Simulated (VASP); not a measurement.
# Mg8O9 (a cell with a defect) in VASP: a series of runs

The runs below take Mg8O9 (a cell with a defect) through single point, with PBEsol.

All numbers are computed with VASP 6.6.1; they aren't measurements. Logs are shortened: lines on timing, memory, paths and dates and some standing lists are left out, and cuts for length are marked.

## Step 1: The cell of the first run

The cell holds a defect, 17 atoms: a = 5.501 Å, b = 5.501 Å, c = 5.501 Å, α = 60.00°, β = 60.00°, γ = 60.00°.

## Step 2: Single point, PBEsol, collinear spin, zero start

File INCAR:

```
PREC = Accurate
ENCUT = 520
EDIFF = 1E-6
ISMEAR = 0
SIGMA = 0.05
LREAL = Auto
LASPH = True
NELM = 150
ALGO = Normal
ISIF = 2
LWAVE = False
LCHARG = False
ISPIN = 2
MAGMOM = 0 0 0 0 0 0 0 0 0 0 0 0 0 0 0 0 0
LORBIT = 11
GGA = PS
NBANDS = 53
```

File KPOINTS:

```
regular mesh
0
Gamma
  2 2 2
```

File POSCAR:

```
Mg8O9
1.0
    0.0000000000      3.8900000000      3.8900000000
    3.8900000000      0.0000000000      3.8900000000
    3.8900000000      3.8900000000      0.0000000000
Mg O
8 9
Direct
   -0.0247074550      0.0180616967     -0.0324658098
    0.0047037275     -0.0191667095      0.4808332905
   -0.0119762211      0.4975618252     -0.0024381748
   -0.0247074550      0.4675341902      0.5180616967
    0.5102068123      0.0179492288     -0.0323772494
    0.4975715938     -0.0120014139      0.4879985861
    0.4807970437      0.5047386889      0.0047386889
    0.5102068123      0.4676227506      0.5179492288
    0.2427570694      0.2427863753      0.2427966581
    0.2428517995      0.2427736504      0.7427736504
    0.3643142674      0.7427667095      0.2427667095
    0.2427570694      0.7427966581      0.7427863753
    0.7427795630      0.2428214653      0.2428016710
    0.7425556555      0.2429530848      0.7429530848
    0.7426552699      0.7427796915      0.2427796915
    0.7427795630      0.7428016710      0.7428214653
    1.1209087404      0.7427652956      1.2427652956
```

Potentials or basis: VASP PAW PBE potentials, release 64 (Mg, O).

Run with:

```sh
> cat potpaw_PBE.64/Mg/POTCAR potpaw_PBE.64/O/POTCAR > POTCAR
> mpirun -np 1 vasp_std > vasp.out
```

OUTCAR:

```text
PREC = Accurate
   ENCUT = 520
   EDIFF = 1E-6
   ISMEAR = 0
   LREAL = Auto
   LASPH = True
   NELM = 150
   ISIF = 2
   ISPIN = 2
   LORBIT = 11
   GGA = PS

 ion  position               nearest neighbor table
   1  0.975  0.018  0.968-  17 1.71  14 1.78  10 1.92  12 1.95  13 1.95  15 1.98   4 2.47   5 2.56
                            11 2.62   7 2.71   2 2.71   6 2.75   3 2.75   3 2.76   6 2.76   2 2.81
   2  0.005  0.981  0.481-  13 1.95  16 1.95   9 1.95  12 1.95  11 1.97  17 1.97  14 2.04   4 2.71
                             1 2.71   8 2.71   5 2.71   6 2.75   6 2.75   3 2.75   3 2.75   8 2.81
   3  0.988  0.498  0.998-  15 1.91  12 1.95   9 1.95  13 1.95  16 1.95  10 1.98   7 2.75   8 2.75
                             5 2.75   1 2.75   4 2.75   7 2.75   2 2.75   2 2.75   1 2.76   4 2.76
   4  0.975  0.468  0.518-  17 1.71  14 1.78  10 1.92   9 1.95  16 1.95  15 1.98   1 2.47   8 2.56
                            11 2.62   7 2.71   2 2.71   6 2.75   3 2.75   3 2.76   6 2.76   2 2.81
   5  0.510  0.018  0.968-  11 1.71  14 1.78  10 1.92  16 1.95   9 1.95  15 1.98   8 2.47   1 2.56
                            17 2.62   7 2.71   2 2.71   6 2.75   3 2.75   3 2.76   6 2.76   2 2.81
   6  0.498  0.988  0.488-  15 1.91  12 1.95   9 1.95  13 1.95  16 1.95  10 1.98   5 2.75   8 2.75
                             2 2.75   4 2.75   1 2.75   2 2.75   7 2.75   7 2.75   1 2.76   4 2.76
   7  0.481  0.505  0.005-   9 1.95  12 1.95  13 1.95  16 1.95  11 1.97  17 1.97  14 2.04   4 2.71
                             1 2.71   8 2.71   5 2.71   3 2.75   3 2.75   6 2.75   6 2.75   5 2.81
   8  0.510  0.468  0.518-  11 1.71  14 1.78  10 1.92  13 1.95  12 1.95  15 1.98   5 2.47   4 2.56
                            17 2.62   7 2.71   2 2.71   6 2.75   3 2.75   3 2.76   6 2.76   2 2.81
   9  0.243  0.243  0.243-   3 1.95   6 1.95   7 1.95   2 1.95   5 1.95   4 1.95
  10  0.243  0.243  0.743-   5 1.92   8 1.92   1 1.92   4 1.92   6 1.98   3 1.98
  11  0.364  0.743  0.243-  17 1.34   8 1.71   5 1.71   7 1.97   2 1.97   1 2.62   4 2.62
  12  0.243  0.743  0.743-   3 1.95   6 1.95   7 1.95   2 1.95   8 1.95   1 1.95
  13  0.743  0.243  0.243-   3 1.95   6 1.95   2 1.95   7 1.95   8 1.95   1 1.95
  14  0.743  0.243  0.743-   1 1.78   4 1.78   5 1.78   8 1.78   7 2.04   2 2.04
  15  0.743  0.743  0.243-   3 1.91   6 1.91   5 1.98   8 1.98   4 1.98   1 1.98
  16  0.743  0.743  0.743-   3 1.95   6 1.95   2 1.95   7 1.95   5 1.95   4 1.95
  17  0.121  0.743  0.243-  11 1.34   4 1.71   1 1.71   7 1.97   2 1.97   8 2.62   5 2.62

  LATTYP: Found a face centered cubic cell.
 ALAT       =     7.7800000000

  Lattice vectors:

 A1 = (   0.0000000000,   3.8900000000,   3.8900000000)
 A2 = (   3.8900000000,   0.0000000000,   3.8900000000)
 A3 = (   3.8900000000,   3.8900000000,   0.0000000000)

Analysis of symmetry for initial positions (statically):
=====================================================================
 Subroutine PRICEL returns:
 Original cell was already a primitive cell.

 Routine SETGRP: Setting up the symmetry group for a
 face centered cubic supercell.

 Subroutine GETGRP returns: Found  2 space group operations
[... 201 lines left out ...]
 Fermi energy:         7.3359143409

 spin component 1

 k-point     1 :       0.0000    0.0000    0.0000
  band No.  band energies     occupation
      1     -17.6541      1.00000
      2     -12.9332      1.00000
      3     -11.6072      1.00000
      4     -11.0092      1.00000
      5     -10.7936      1.00000
      6     -10.7787      1.00000
[... 289 lines left out ...]
     46      18.4647      0.00000
     47      18.4756      0.00000
 Fermi energy:         7.3359143409

 spin component 2

 k-point     1 :       0.0000    0.0000    0.0000
  band No.  band energies     occupation
      1     -17.6541      1.00000
      2     -12.9332      1.00000
      3     -11.6072      1.00000
      4     -11.0092      1.00000
      5     -10.7936      1.00000
      6     -10.7787      1.00000
[... 289 lines left out ...]
     46      18.4647      0.00000
     47      18.4756      0.00000
 [bands above 47 left out]

------------------------ aborting loop because EDIFF is reached ----------------------------------------

  FORCE on cell =-STRESS in cart. coord.  units (eV):
  Direction    XX          YY          ZZ          XY          YZ          ZX
  --------------------------------------------------------------------------------------
  -------------------------------------------------------------------------------------
  Total       54.2098159     78.7838270     78.7838270      0.0093769      1.0710697      0.0093769
  in kB      737.7508448   1072.1828495   1072.1828495      0.1276122     14.5763750      0.1276121
  external PRESSURE =     960.7055146 kB  Pullay stress =       0.0000000 kB

 VOLUME and BASIS-vectors are now :
 -----------------------------------------------------------------------------
  energy-cutoff  :      520.00
  volume of cell :      117.73
      direct lattice vectors                 reciprocal lattice vectors
     0.000000000  3.890000000  3.890000000    -0.128534704  0.128534704  0.128534704
     3.890000000  0.000000000  3.890000000     0.128534704 -0.128534704  0.128534704
     3.890000000  3.890000000  0.000000000     0.128534704  0.128534704 -0.128534704

 POSITION                                       TOTAL-FORCE (eV/Angst)
 -----------------------------------------------------------------------------------
      3.83397      7.55760      3.86415        -0.001847     -0.020799     -0.000673
      5.68588      1.88874      3.83374         0.000449     -0.000253     -0.000253
      5.81603      7.72393      5.77893         0.027142     -0.001100     -0.001100
      3.83397      5.80915      5.61260        -0.001847     -0.000673     -0.020799
      3.83387      5.74876      2.05453         0.000574      0.002929      0.021433
      5.74163      3.83387      5.77887        -0.022458     -0.000328     -0.000328
[... 9 lines left out ...]
      5.77907      5.77899      5.77891        -0.003856     -0.002672     -0.000568
      3.83371      1.41469      3.35969         0.002666     -0.215793     -0.215793
 -----------------------------------------------------------------------------------
    total drift:                               -0.005630     -0.003677     -0.003678

  FREE ENERGIE OF THE ION-ELECTRON SYSTEM (eV)
  ---------------------------------------------------
  free  energy   TOTEN  =       -92.3934947840 eV

  energy  without entropy=      -92.3934947840  energy(sigma->0) =      -92.39349478

 total charge

# of ion       s       p       d       tot
------------------------------------------
    1        0.225   0.344   0.193   0.762
    2        0.185   0.270   0.149   0.604
    3        0.193   0.279   0.146   0.618
    4        0.225   0.344   0.193   0.762
    5        0.225   0.344   0.193   0.762
    6        0.193   0.279   0.146   0.618
[... 9 lines left out ...]
   16        1.546   3.700   0.000   5.247
   17        1.608   3.702   0.000   5.310
--------------------------------------------------
tot         15.717  35.877   1.361  52.956

 magnetization (x)

# of ion       s       p       d       tot
------------------------------------------
    1       -0.000  -0.000  -0.000  -0.000
    2       -0.000   0.000   0.000   0.000
    3        0.000   0.000   0.000   0.000
    4       -0.000  -0.000  -0.000  -0.000
    5       -0.000  -0.000  -0.000  -0.000
    6       -0.000  -0.000  -0.000  -0.000
[... 9 lines left out ...]
   16        0.000  -0.000   0.000  -0.000
   17        0.000  -0.000   0.000   0.000
--------------------------------------------------
tot          0.000  -0.000  -0.000  -0.000
```

OSZICAR:

```text
N       E                     dE             d eps       ncg     rms          rms(c)
DAV:   1     0.377183362107E+03    0.37718E+03   -0.37386E+04  1296   0.127E+03
DAV:   2    -0.856167127752E+02   -0.46280E+03   -0.44935E+03  1544   0.298E+02
DAV:   3    -0.105899173051E+03   -0.20282E+02   -0.20192E+02  1531   0.622E+01
DAV:   4    -0.106011062368E+03   -0.11189E+00   -0.11182E+00  1488   0.512E+00
DAV:   5    -0.106011549734E+03   -0.48737E-03   -0.48734E-03  1500   0.333E-01    0.218E+01
DAV:   6    -0.930095262847E+02    0.13002E+02   -0.33713E+01  1374   0.272E+01    0.663E+00
DAV:   7    -0.925543618307E+02    0.45516E+00   -0.14325E+00  1456   0.568E+00    0.408E+00
DAV:   8    -0.924033270243E+02    0.15103E+00   -0.31318E-01  1452   0.340E+00    0.749E-01
DAV:   9    -0.923950629981E+02    0.82640E-02   -0.78265E-02  1430   0.164E+00    0.417E-01
DAV:  10    -0.923935996092E+02    0.14634E-02   -0.82344E-03  1409   0.471E-01    0.126E-01
DAV:  11    -0.923935110586E+02    0.88551E-04   -0.18236E-03  1462   0.241E-01    0.631E-02
DAV:  12    -0.923934917743E+02    0.19284E-04   -0.24771E-04  1448   0.875E-02    0.162E-02
DAV:  13    -0.923934944340E+02   -0.26596E-05   -0.17042E-05  1518   0.206E-02    0.724E-03
DAV:  14    -0.923934947840E+02   -0.34997E-06   -0.20102E-06  1160   0.869E-03
   1 F= -.92393495E+02 E0= -.92393495E+02  d E =-.856730E-12  mag=     0.0000
```

stdout:

```text
POSCAR found type information on POSCAR MgO
 POSCAR found :  2 types and      17 ions
 scaLAPACK will be used
 -----------------------------------------------------------------------------
|                                                                             |
|                                                                             |
|     You enforced a specific xc type in the INCAR file but a different       |
|     I HOPE YOU KNOW WHAT YOU ARE DOING!                                     |
|                                                                             |
 -----------------------------------------------------------------------------

 LDA part: xc-table for (Slater+PW92), standard interpolation
 POSCAR, INCAR and KPOINTS ok, starting setup
 FFT: planning ... GRIDC
 FFT: planning ... GRID_SOFT
 FFT: planning ... GRID
 WAVECAR not read
 entering main loop
```

Run time: 2.2 min. Hardware: 1 thread of Intel Xeon 6975P-C (Granite Rapids), shared host; peak memory 0.33 GiB.

What came out:

| Quantity | Value |
| --- | --- |
| Free energy | -92.3935 eV |
| Pressure | 96.1 GPa |
| Largest force | 0.315 eV/Å |
| Band gap on the k mesh | 5.80 eV |
| Net moment | 0.00 μB per cell |
| Valence electrons inside the program's atomic spheres | Mg 0.76, 0.60, 0.62; O 5.25, 5.31, 5.36 |

Forces in eV/Å, atoms in the order of the input:
```
Mg  -0.002 -0.021 -0.001
Mg   0.000  0.000  0.000
Mg   0.027 -0.001 -0.001
Mg  -0.002 -0.001 -0.021
Mg   0.001  0.003  0.021
Mg  -0.022  0.000  0.000
Mg   0.002  0.000  0.000
Mg   0.001  0.021  0.003
O    0.002  0.003 -0.005
O    0.001 -0.007 -0.007
O    0.005  0.223  0.223
O    0.002 -0.005  0.003
O   -0.004 -0.001 -0.003
O   -0.011  0.000  0.000
O    0.003  0.004  0.004
O   -0.004 -0.003 -0.001
O    0.003 -0.216 -0.216
```

Caveat: the k points lie up to 0.70 Å⁻¹ apart; the PAW data sets were made with another functional, which shifts forces and pressure a little.

## Step 3: Single point, PBEsol, collinear spin, zero start

File INCAR:

```
PREC = Accurate ; ENCUT = 520
EDIFF = 1E-6 ; ISMEAR = 0
SIGMA = 0.05 ; LREAL = Auto
LASPH = True ; NELM = 150
ALGO = Normal ; ISIF = 2
LWAVE = False ; LCHARG = False
ISPIN = 2 ; MAGMOM = 0 0 0 0 0 0 0 0 0 0 0 0 0 0 0 0 0
LORBIT = 11 ; GGA = PS
NBANDS = 53
```

KPOINTS is that of step 2.

File POSCAR:

```
Mg8O9
1.0
    0.0000000000      3.8900000000      3.8900000000
    3.8900000000      0.0000000000      3.8900000000
    3.8900000000      3.8900000000      0.0000000000
Mg O
8 9
Direct
   -0.0387357326      0.0249724936      0.0322087404
   -0.0387083548      0.0249859897      0.4816757069
   -0.0094719794      0.5194167095     -0.0047668380
   -0.0262007712      0.5025275064      0.5120467866
    0.4836312339      0.0123993573      0.0022075835
    0.4666790488     -0.0045674807      0.5191176093
    0.4962435733      0.4899885604      0.0321916452
    0.4961592545      0.4899389460      0.4818296915
    0.2287453728      0.2575386889      0.2571374036
    0.2287336761      0.2573696658      0.7571552699
    0.2287065553      0.7574168380      0.2570268638
    0.3503821337      0.6357811054      0.7569893316
    0.7285992288      0.2573768638      0.2571493573
    0.7287766067      0.2574467866      0.7569876607
    0.7287559126      0.7574335476      0.2571533419
    0.7286089974      0.7575221080      0.7570946015
    1.1067843188      0.8791164524      0.7570799486
```

Potentials or basis: VASP PAW PBE potentials, release 64 (Mg, O).

Run with:

```sh
> cat potpaw_PBE.64/Mg/POTCAR potpaw_PBE.64/O/POTCAR > POTCAR
> mpirun -np 1 vasp_std > vasp.out
```

Run time: 2.6 min. Hardware: 1 thread of Intel Xeon 6975P-C (Granite Rapids), shared host; peak memory 0.33 GiB.

The run converged. Its results:

- Free energy: -92.3936 eV
- Pressure: 96.1 GPa
- Largest force: 0.297 eV/Å
- Band gap on the k mesh: 5.80 eV
- Net moment: 0.00 μB per cell
- Valence electrons inside the program's atomic spheres: Mg 0.76, 0.60, 0.62; O 5.25, 5.24, 5.31, 5.36, 5.26

Forces on the atoms (eV/Å):
```
Mg   0.012  0.012 -0.007
Mg  -0.007 -0.011 -0.007
Mg  -0.003  0.000  0.008
Mg   0.003 -0.003  0.008
Mg  -0.001  0.001 -0.002
Mg   0.001 -0.002 -0.001
Mg   0.010  0.007 -0.003
Mg  -0.009 -0.007  0.000
O   -0.013 -0.007 -0.007
O    0.004 -0.004  0.000
O    0.002  0.004  0.007
O   -0.205  0.215 -0.002
O   -0.006 -0.005  0.009
O    0.007 -0.004 -0.002
O   -0.004 -0.008 -0.004
O   -0.005  0.007  0.001
O    0.212 -0.196  0.002
```

Stress tensor (GPa, compression positive):
```
107.21  -1.44  -0.03
 -1.44 107.23   0.03
 -0.03   0.03  73.81
```

Levels at points of the mesh, in eV from the valence-band top:
Spin up:
```
           k point  band 32  band 33  band 34  band 35  band 36  band 37  band 38  band 39
(0.00, 0.00, 0.00)    -1.95    -1.57    -1.55    -1.46     5.80     7.04     7.19     7.37
(0.50, 0.00, 0.00)    -1.99    -1.24    -0.91    -0.78     6.15     7.73     7.80     8.86
(0.00, 0.50, 0.00)    -1.99    -1.24    -0.91    -0.79     6.15     7.73     7.80     8.86
(0.00, 0.00, 0.50)    -1.95    -1.89    -1.82    -0.29     7.59     7.61     8.25     8.92
(0.50, 0.50, 0.50)    -1.95    -1.89    -1.82    -0.29     7.59     7.61     8.25     8.92
(0.50, 0.50, 0.00)    -2.25    -2.25    -0.68     0.00     7.58     8.99     9.19     9.51
(0.00, 0.50, 0.50)    -2.05    -1.28    -0.81    -0.75     6.19     9.12     9.21     9.66
(0.50, 0.00, 0.50)    -2.05    -1.28    -0.81    -0.75     6.19     9.12     9.21     9.66
```
Spin down:
```csv
k point,band 33,band 34,band 35,band 36,band 37,band 38
"(0.00, 0.00, 0.00)",-1.57,-1.55,-1.46,5.80,7.04,7.19
"(0.50, 0.00, 0.00)",-1.24,-0.91,-0.78,6.15,7.73,7.80
"(0.00, 0.50, 0.00)",-1.24,-0.91,-0.79,6.15,7.73,7.80
"(0.00, 0.00, 0.50)",-1.89,-1.82,-0.29,7.59,7.61,8.25
"(0.50, 0.50, 0.50)",-1.89,-1.82,-0.29,7.59,7.61,8.25
"(0.50, 0.50, 0.00)",-2.25,-0.68,0.00,7.58,8.99,9.19
"(0.00, 0.50, 0.50)",-1.28,-0.81,-0.75,6.19,9.12,9.21
"(0.50, 0.00, 0.50)",-1.28,-0.81,-0.75,6.19,9.12,9.21
```

Caveat: the k points lie up to 0.70 Å⁻¹ apart; the PAW data sets were made with another functional, which shifts forces and pressure a little.

(Continued in part 2 of 3.)
